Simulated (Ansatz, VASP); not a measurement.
Two plane-wave programs on LiTaC3

POSCAR

```
LiTaC3
1.0
    5.0851020000      0.0000000000      0.0000000000
   -2.5425510000      4.4038280000      0.0000000000
   -2.5425510000      1.4679430000      4.5329320000
Ta C Li
2 6 2
Direct
    0.0013000000      0.9987000000      0.0039000000
    0.5013000000      0.4987000000      0.5039000000
    0.1203000000      0.2742000000      0.2103000000
    0.7258000000      0.6358000000      0.2103000000
    0.3642000000      0.8797000000      0.2103000000
    0.2258000000      0.3797000000      0.7103000000
    0.8642000000      0.7742000000      0.7103000000
    0.6203000000      0.1358000000      0.7103000000
    0.2820000000      0.7180000000      0.8460000000
    0.7820000000      0.2180000000      0.3460000000
```

INCAR.step1

```
ALGO = Normal
EDIFF = 1E-4
ENCUT = 520
GGA = PE
ISMEAR = -1
LASPH = T
LCHARG = F
LREAL = F
LWAVE = T
NBANDS = 37
NELM = 80
PREC = Accurate
SIGMA = 0.1
```

File INCAR.step2:

```
ALGO = Normal
EDIFF = 1E-7
ENCUT = 520
ISIF = 2
ISMEAR = -1
ISTART = 1
LASPH = T
LCHARG = F
LMIXTAU = T
LREAL = F
LWAVE = F
METAGGA = R2SCAN
NBANDS = 37
NELM = 80
PREC = Accurate
SIGMA = 0.1
```

Contents of KPOINTS:

```
k-points
0
Gamma
  7 7 7
```

Input for Ansatz:

```yaml
crystal:
  lattice:
    - [5.085102, 0.0, 0.0]
    - [-2.542551, 4.403828, 0.0]
    - [-2.542551, 1.467943, 4.532932]
  atoms:
    - { symbol: Ta, position: [0.0013, 0.9987, 0.0039] }
    - { symbol: Ta, position: [0.5013, 0.4987, 0.5039] }
    - { symbol: C, position: [0.1203, 0.2742, 0.2103] }
    - { symbol: C, position: [0.7258, 0.6358, 0.2103] }
    - { symbol: C, position: [0.3642, 0.8797, 0.2103] }
    - { symbol: C, position: [0.2258, 0.3797, 0.7103] }
    - { symbol: C, position: [0.8642, 0.7742, 0.7103] }
    - { symbol: C, position: [0.6203, 0.1358, 0.7103] }
    - { symbol: Li, position: [0.282, 0.718, 0.846] }
    - { symbol: Li, position: [0.782, 0.218, 0.346] }
  symmetry: { tolerance: 0.0003 }
kpoints:
  mp_grid: { grid: [7, 7, 7], shift: [0, 0, 0] }
  band_path:
    path:
      - [0.0, 0.0, 0.0]
      - [0.0, 0.0, -0.5]
      - [-0.26341864, -0.26341864, -0.5]
      - [-0.26341864, -0.47316272, -0.23658136]
      - [-0.5, 0.0, 0.0]
      - [0.0, 0.0, 0.0]
      - [-0.36829068, -0.36829068, 0.0]
      - [-0.26341864, -0.36829068, -0.36829068]
      - [0.0, -0.5, -0.5]
      - [0.0, 0.0, 0.0]
    npoints: 6
magnetization:
  spin_polarized: false
scf:
  occupations: { method: fermi_dirac }
  lower_state_search: "off"
  max_iter: 200
hamiltonian:
  pseudopotentials: { kind: paw }
  xc: r2scan
basis:
  ecutwfc: 500
  fft_grid_basis: typed
output:
  forces: true
  stress: true
  eigenvalues: true
  bader: true
  populations: true
  elf: true
  write_potential: true
  volumetric_format: npy
  dos:
    e_range: [-12, 8]
    de: 0.05
    projected: { site_lists: { C: [C], Li: [Li], Ta: [Ta] } }
checkpoint:
  read: saved_state
```

Alike in both runs: task single point; functional r2SCAN; k mesh 7 × 7 × 7; no spin polarisation.

|  | VASP | Ansatz |
| --- | --- | --- |
| version | VASP 6.6.1 | Ansatz 0.2.0 |
| potentials or method | VASP PAW PBE potentials, release 64 (Ta_pv, C, Li_sv), cutoff 520 eV | PAW plane waves |
| occupations | fermi-dirac, width 0.1 eV | fermi-dirac |
| valence electrons in the cell | 52 | 56 |

Ansatz gave:

- rms of the force components (eV/Å): 1.683

Question: Estimate VASP's values.

Answer: rms of the force components (eV/Å): 1.729.

VASP's potentials were made for PBE, not for r2SCAN. Atom by atom the forces differ by 0.047 eV/Å (rms over components). VASP's potentials hold 52 valence electrons a cell and Ansatz's 56, so a difference there can come from the potentials and not from the codes.

Neither program's run includes spin-orbit coupling. Noted on VASP's run: the cutoff is under 1.25 times that of the potentials, so the pressure is a little rough.
